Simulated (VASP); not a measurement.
# CsH3 (P-6m2) in VASP: relaxation of cell and atoms with PBE

Aim: the relaxation of cell and atoms of CsH3 with PBE.

Everything below comes from runs of VASP 6.6.1. Logs are shortened: lines on timing, memory, paths and dates and some standing lists are left out, and cuts for length are marked.

## (1) The cell of the first run

Symmetry: P-6m2, No. 187, hexagonal system. The conventional cell has a = 6.611 Å, b = 6.611 Å, c = 5.562 Å, α = 90.00°, β = 90.00°, γ = 120.00°. Cs (site symmetry -6m2) has 2 H at 2.78 Å within 3.7 Å. H (site symmetry 3m) has 1 H at 0.75 Å within 1.0 Å. Within 3.9 Å of H (site symmetry -6m2) lie 2 Cs at 2.78 Å and 6 H at 3.84 Å.

The cell was generated, and may not be a known phase.

## (2) Relaxation of cell and atoms, PBE

INCAR

```
SYSTEM = CsH3
PREC = Accurate
ENCUT = 600
EDIFF = 1E-7
ISMEAR = 0
SIGMA = 0.02
LREAL = .FALSE.
LASPH = .TRUE.
NELM = 60
ALGO = Normal
ISIF = 3
LWAVE = .FALSE.
LCHARG = .FALSE.
GGA = PE
IBRION = 2
NSW = 100
EDIFFG = -0.01
```

KPOINTS

```
Automatic mesh
0
G
  6 6 6
  0 0 0
```

POSCAR

```
CsH3
1.0
    6.6112242473      0.0000000000      0.0000000000
   -3.3056121236      5.7254881483      0.0000000000
    0.0000000000      0.0000000000      5.5623116743
Cs H
1 3
Direct
    0.3333333333      0.6666666667      0.0000000000
    0.0000000000      0.0000000000      0.5672149268
    0.0000000000      0.0000000000      0.4327850732
    0.3333333333      0.6666666667      0.5000000000
```

Potentials or basis: VASP PAW PBE potentials, release 64 (Cs_sv, H).

On the command line:

```console
> cat potpaw_PBE.64/Cs_sv/POTCAR potpaw_PBE.64/H/POTCAR > POTCAR
> mpirun -np 1 vasp_std > vasp.out
```

OUTCAR:

```text
SYSTEM = CsH3
   PREC = Accurate
   ENCUT = 600
   EDIFF = 1E-7
   ISMEAR = 0
   LREAL = .FALSE.
   LASPH = .TRUE.
   NELM = 60
   ISIF = 3
   GGA = PE
   IBRION = 2
   NSW = 100
   EDIFFG = -0.01

 ion  position               nearest neighbor table
   1  0.333  0.667  0.000-
   2  0.000  0.000  0.567-   3 0.75
   3  0.000  0.000  0.433-   2 0.75
   4  0.333  0.667  0.500-

  LATTYP: Found a hexagonal cell.
 ALAT       =     6.6112242473
 C/A-ratio  =     0.8413436704

  Lattice vectors:

 A1 = (   6.6112242473,   0.0000000000,   0.0000000000)
 A2 = (  -3.3056121236,   5.7254881483,   0.0000000000)
 A3 = (   0.0000000000,   0.0000000000,   5.5623116743)

Analysis of symmetry for initial positions (statically):
=====================================================================
 Subroutine PRICEL returns:
 Original cell was already a primitive cell.

 Routine SETGRP: Setting up the symmetry group for a
 hexagonal supercell.

 Subroutine GETGRP returns: Found 12 space group operations
 (whereof 12 operations were pure point group operations)
 out of a pool of 24 trial point group operations.

The static configuration has the point symmetry D_3h.

Analysis of symmetry for dynamics (positions and initial velocities):
=====================================================================
 Subroutine PRICEL returns:
 Original cell was already a primitive cell.

 Routine SETGRP: Setting up the symmetry group for a
 hexagonal supercell.

 Subroutine GETGRP returns: Found 12 space group operations
 (whereof 12 operations were pure point group operations)
 out of a pool of 24 trial point group operations.

The dynamic configuration has the point symmetry D_3h.

 Subroutine INISYM returns: Found 12 space group operations
 (whereof 12 operations are pure point group operations),
 and found     1 'primitive' translations

----------------------------------------------------------------------------------------

                                     Primitive cell

  volume of cell :     210.5473

  direct lattice vectors                    reciprocal lattice vectors
     6.611224247  0.000000000  0.000000000     0.151257916  0.087328798  0.000000000
    -3.305612124  5.725488148  0.000000000     0.000000000  0.174657597  0.000000000
     0.000000000  0.000000000  5.562311674     0.000000000  0.000000000  0.179781368

  length of vectors
     6.611224247  6.611224247  5.562311674     0.174657597  0.174657597  0.179781368

  position of ions in fractional coordinates (direct lattice)
     0.333333333  0.666666667  0.000000000
     0.000000000  0.000000000  0.567214927
     0.000000000  0.000000000  0.432785073
     0.333333333  0.666666667  0.500000000

  ion indices of the primitive-cell ions
   primitive index   ion index
                 1           1
                 2           2
                 3           3
                 4           4

----------------------------------------------------------------------------------------

 KPOINTS: Automatic mesh

Automatic generation of k-mesh.
 Grid dimensions read from file:
 generate k-points for:    6    6    6

 Generating k-lattice:

  Cartesian coordinates                     Fractional coordinates (reciprocal lattice)
     0.025209653  0.014554800  0.000000000     0.166666667  0.000000000  0.000000000
     0.000000000  0.029109599  0.000000000     0.000000000  0.166666667  0.000000000
     0.000000000  0.000000000  0.029963561     0.000000000  0.000000000  0.166666667

  Length of vectors
     0.029109599  0.029109599  0.029963561

  Shift w.r.t. Gamma in fractional coordinates (k-lattice)
     0.000000000  0.000000000  0.000000000

 Subroutine IBZKPT returns following result:
 ===========================================

 Found     28 irreducible k-points:

 Following reciprocal coordinates:
            Coordinates               Weight
  0.000000  0.000000  0.000000      1.000000
  0.166667  0.000000  0.000000      6.000000
  0.333333  0.000000  0.000000      6.000000
  0.500000  0.000000  0.000000      3.000000
  0.166667  0.166667  0.000000      6.000000
  0.333333  0.166667  0.000000     12.000000
[... 16 lines left out ...]
  0.166667  0.000000  0.500000      6.000000
  0.333333  0.000000  0.500000      6.000000
 [... further k-points ...]
   k-points           NKPTS =     28   k-points in BZ     NKDIM =     28   number of bands    NBANDS=     10
   number of dos      NEDOS =    301   number of ions     NIONS =      4
   total plane-waves  NPLWV = 139968
   dimension x,y,z NGX =    54 NGY =   54 NGZ =   48
   dimension x,y,z NGXF=   108 NGYF=  108 NGZF=   96
   ions per type =               1   3
   NGX,Y,Z   is equivalent  to a cutoff of  13.58, 13.58, 14.35 a.u.
   NGXF,Y,Z  is equivalent  to a cutoff of  27.16, 27.16, 28.69 a.u.
 SYSTEM =  CsH3
   PREC   = accura    normal or accurate (medium, high low for compatibility)
   ISTART =      0    job   : 0-new  1-cont  2-samecut
   ICHARG =      2    charge: 1-file 2-atom 10-const
   ISPIN  =      1    spin polarized calculation?
   LNONCOLLINEAR =      F non collinear calculations
   LSORBIT =      F    spin-orbit coupling
   LASPH  =      T    aspherical Exc in radial PAW
   ENCUT  =  600.0 eV  44.10 Ry    6.64 a.u.  13.20 13.20 11.11*2*pi/ulx,y,z
   NELM   =     60;   NELMIN=  2; NELMDL= -5     # of ELM steps
   EDIFF  = 0.1E-06   stopping-criterion for ELM
   LREAL  =      F    real-space projection
   EDIFFG = -.1E-01   stopping-criterion for IOM
   NSW    =    100    number of steps for IOM
   IBRION =      2    ionic relax: 0-MD 1-quasi-New 2-CG
   NFREE  =      1    steps in history (QN), initial steepest desc. (CG)
   ISIF   =      3    stress and relaxation
   ISYM   =      2    0-nonsym 1-usesym 2-fastsym
   POTIM  = 0.5000    time-step for ionic-motion
   TEBEG  =    0.0;   TEEND  =   0.0 temperature during run
   PSTRESS=    0.0 pullay stress
   NELECT =      12.0000    total number of electrons
   NUPDOWN=      -1.0000    fix difference up-down
   EMIN   =  10.00;   EMAX   =-10.00  energy-range for DOS
   EFERMI =   0.00;   METHOD = LEGACY
   ISMEAR =     0;   SIGMA  =   0.02  broadening in eV -4-tet -1-fermi 0-gaus
   EFERMI_NEDOS =   21; number of points for ismear=-14 and -15
   IALGO  =     38    algorithm
   IMIX   =      4    mixing-type and parameters
     AMIX     =   0.40;   BMIX     =  1.00
     AMIX_MAG =   1.60;   BMIX_MAG =  1.00
  volume/ion in A,a.u.               =      52.64       355.21
  Fermi-wavevector in a.u.,A,eV,Ry     =   0.630017  1.190559  5.400437  0.396921
  Thomas-Fermi vector in A             =   1.692505
   LORBIT       =      0    0 simple, 1 ext, 2 COOP (PROOUT), +10 PAW based schemes
   GGA     = PE    functional components
   LHFCALC =     F    Hartree Fock is set to
   AEXX    =    0.0000 exact exchange contribution
   IVDW    =     0    specifies the selected vdW correction
   LEPSILON=     F    determine dielectric tensor
   LRPA    =     F    only Hartree local field effects (RPA)
 conjugate gradient relaxation of ions
 non-spin polarized calculation
 Gauss-broadening in eV      SIGMA  =   0.02
  energy-cutoff  :      600.00
  volume of cell :      210.55
 maximum number of plane-waves:      7052
 NGX is ok and might be reduce to    54
   NGX = 27   NGY = 27   NGZ = 23

--------------------------------------- Ionic step        1  -------------------------------------------

 number of electron      11.9999998 magnetization

 Free energy of the ion-electron system (eV)
  ---------------------------------------------------
  ext. energy  EPLUGINS =         0.00000000
  ---------------------------------------------------
  free energy    TOTEN  =       -10.56009118 eV

  energy without entropy =      -10.56009118  energy(sigma->0) =      -10.56009118

------------------------ aborting loop because EDIFF is reached ----------------------------------------

  FORCE on cell =-STRESS in cart. coord.  units (eV):
  Direction    XX          YY          ZZ          XY          YZ          ZX
  --------------------------------------------------------------------------------------
  -------------------------------------------------------------------------------------
  Total        0.2165963      0.2165963      0.0616161      0.0000000      0.0000000      0.0000000
  in kB        1.6482076      1.6482076      0.4688730      0.0000000      0.0000000      0.0000000
  external PRESSURE =       1.2550961 kB  Pullay stress =       0.0000000 kB
[... 95 lines left out ...]
  FREE ENERGIE OF THE ION-ELECTRON SYSTEM (eV)
  ---------------------------------------------------
  free  energy   TOTEN  =       -10.5643130123 eV

  energy  without entropy=      -10.5643130123  energy(sigma->0) =      -10.56431301

[... ionic steps 4 to 17 ...]

--------------------------------------- Ionic step       18  -------------------------------------------

 number of electron      11.9999999 magnetization

------------------------ aborting loop because EDIFF is reached ----------------------------------------

  FORCE on cell =-STRESS in cart. coord.  units (eV):
  Direction    XX          YY          ZZ          XY          YZ          ZX
  --------------------------------------------------------------------------------------
  -------------------------------------------------------------------------------------
  Total        0.0142874      0.0142874      0.0660638      0.0000000      0.0000000      0.0000000
  in kB        0.0841189      0.0841189      0.3889587      0.0000000      0.0000000      0.0000000
  external PRESSURE =       0.1857322 kB  Pullay stress =       0.0000000 kB
[... 61 lines left out ...]
  energy  without entropy=      -10.5881410720  energy(sigma->0) =      -10.58814107

--------------------------------------- Ionic step       20  -------------------------------------------

 number of electron      11.9999999 magnetization

 Free energy of the ion-electron system (eV)
  ---------------------------------------------------
  ext. energy  EPLUGINS =         0.00000000
  ---------------------------------------------------
  free energy    TOTEN  =       -10.58826287 eV

  energy without entropy =      -10.58826287  energy(sigma->0) =      -10.58826287

 E-fermi :  -1.6549     XC(G=0):  -3.4488

 val. band max:       -1.7803406347   @ k =   0.3333   0.3333   0.5000
 cond. band min:      -0.4413264993   @ k =   0.0000   0.0000   0.5000
 fundamental gap:      1.3390141355
 Fermi energy:        -1.6548979363

 k-point     1 :       0.0000    0.0000    0.0000
  band No.  band energies     occupation
      1     -24.2791      2.00000
      2     -11.2465      2.00000
      3     -11.2465      2.00000
      4     -10.7889      2.00000
      5      -9.2445      2.00000
      6      -2.8499      2.00000
      7      -0.2930      0.00000
      8       1.2853      0.00000
      9       1.2855      0.00000
     10       2.2466      0.00000
[... 287 lines left out ...]
 k-point    24 :       0.3333    0.0000    0.5000
  band No.  band energies     occupation
      1     -24.2769      2.00000
      2     -11.2431      2.00000
      3     -11.2418      2.00000
      4     -10.9119      2.00000
      5      -9.2296      2.00000
      6      -1.7860      2.00000
      7      -0.0372      0.00000
      8       1.0939      0.00000
      9       1.1696      0.00000
     10       1.4438      0.00000

 [... further k-points ...]
[... 5 lines left out ...]
  --------------------------------------------------------------------------------------
  -------------------------------------------------------------------------------------
  Total        0.0140077      0.0140077      0.0278470      0.0000000     -0.0000000     -0.0000000
  in kB        0.0824258      0.0824258      0.1638600      0.0000000     -0.0000000     -0.0000000
  external PRESSURE =       0.1095706 kB  Pullay stress =       0.0000000 kB
[... 19 lines left out ...]
  FREE ENERGIE OF THE ION-ELECTRON SYSTEM (eV)
  ---------------------------------------------------
  free  energy   TOTEN  =       -10.5882628685 eV

  energy  without entropy=      -10.5882628685  energy(sigma->0) =      -10.58826287

 reached required accuracy - stopping structural energy minimisation
```

Wall time 29 min (1 thread of AMD EPYC 7R43 (Zen 3), shared host); peak memory 0.41 GiB.

Results:

```
Free energy                           : -10.5883 eV
Relaxed volume                        : 68.07 Å³/atom
Relaxed cell                          : a = 7.499 Å, b = 7.499 Å, c = 5.590 Å, α = 90.00°, β = 90.00°, γ = 120.00°
Space group after relaxing (to 0.1 Å) : P-6m2 (No. 187)
Energy gained by relaxing             : 7.0 meV/atom
Ionic steps                           : 20
Pressure after relaxing               : 0.0 GPa
Largest force after relaxing          : 0.008 eV/Å
Band gap on the k mesh                : 1.34 eV (least direct gap 1.35 eV)
```

Forces on the atoms (eV/Å):
```
Cs   0.000  0.000  0.000
H    0.000  0.000 -0.008
H    0.000  0.000  0.008
H    0.000  0.000  0.000
```

Step by step:
```tsv
step	energy change (eV)	largest force (eV/Å)	pressure (GPa)	volume (Å³)
1	0.0000	0.0026	0.13	210.55
2	-0.0011	0.0246	0.11	211.81
3	-0.0042	0.1052	0.08	215.61
4	-0.0088	0.2630	0.01	223.34
5	-0.0118	0.5652	-0.12	239.29
6	-0.0120	0.5599	-0.11	239.51
7	-0.0125	0.5439	-0.11	240.15
8	-0.0135	0.5118	-0.11	241.44
9	-0.0153	0.4471	-0.11	244.02
10	-0.0183	0.3148	-0.10	249.24
11	-0.0214	0.0389	-0.08	259.87
12	-0.0216	0.0694	-0.07	263.96
13	-0.0220	0.0684	-0.07	264.18
14	-0.0229	0.0653	-0.06	264.84
15	-0.0246	0.0595	-0.05	266.16
16	-0.0270	0.0489	-0.02	268.79
17	-0.0278	0.0323	0.04	273.98
18	-0.0281	0.0389	0.02	272.13
19	-0.0280	0.0986	0.00	272.59
20	-0.0282	0.0075	0.01	272.28
```

Final structure:
```xyz
4
Lattice="7.4994 0.0000 0.0000 -3.7497 6.4947 0.0000 0.0000 0.0000 5.5902" Properties=species:S:1:pos:R:3 pbc="T T T"
Cs    0.0000    4.3298    0.0000
H     0.0000    0.0000    3.1697
H    -3.7497    6.4947    2.4205
H     0.0000    4.3298    2.7951
```

Caveat: the volume moved by over 15 % at a fixed basis, so the end points are rough; spin-orbit coupling is left out, which moves the levels of the heavy elements.
